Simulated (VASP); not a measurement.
**BaS: single point with PBE**

BaS:

```xyz
2
Lattice="-0.0319 3.1778 3.1778 3.1778 -0.0319 3.1778 3.1778 3.1778 -0.0319" Properties=species:S:1:pos:R:3 pbc="T T T"
Ba    0.0000    0.0000    0.0000
S     3.1618    3.1618    3.1618
```

This cell differs from its parent crystal: equal xy, yz and zx shear strains of -1 %.

```json
{
  "Program": "VASP 6.6.1",
  "Task": "single point",
  "Functional": "PBE",
  "Potentials or basis": "VASP PAW PBE potentials, release 64 (Ba_sv, S)",
  "Cutoff": "520 eV",
  "k mesh": "8 × 8 × 8",
  "Occupations": "fermi-dirac, width 0.02 eV",
  "Spin": "no spin polarisation"
}
```

- Pressure: 1.4 GPa
- Band gap on the k mesh: 2.08 eV (least direct gap 2.23 eV)

Stress tensor (GPa, compression positive):
```
1.42 0.18 0.18
0.18 1.42 0.18
0.18 0.18 1.42
```

Levels at points of the mesh, in eV from the valence-band top:
| k point | band 5 | band 6 | band 7 | band 8 | band 9 | band 10 | band 11 | band 12 |
| --- | --- | --- | --- | --- | --- | --- | --- | --- |
| (0.00, 0.00, 0.00) | -10.38 | -0.03 | -0.03 | 0.00 | 3.57 | 3.80 | 3.80 | 3.94 |
| (0.50, 0.00, 0.00) | -9.14 | -1.96 | -1.13 | -1.07 | 5.50 | 5.67 | 6.20 | 6.35 |
| (0.50, 0.50, 0.00) | -10.29 | -0.55 | -0.17 | -0.15 | 2.08 | 5.91 | 6.00 | 7.43 |
| (0.50, 0.50, 0.50) | -9.16 | -1.96 | -1.15 | -1.15 | 5.55 | 5.67 | 6.34 | 6.34 |

Wall time 110 s on 1 thread of Intel Xeon 8259CL, with other jobs on the host, peak memory 0.24 GiB.

Caveat: the cell differs from its parent crystal (equal xy, yz and zx shear strains of -1 %); spin-orbit coupling is left out, which moves the levels of the heavy elements. A k mesh can miss the band edges.
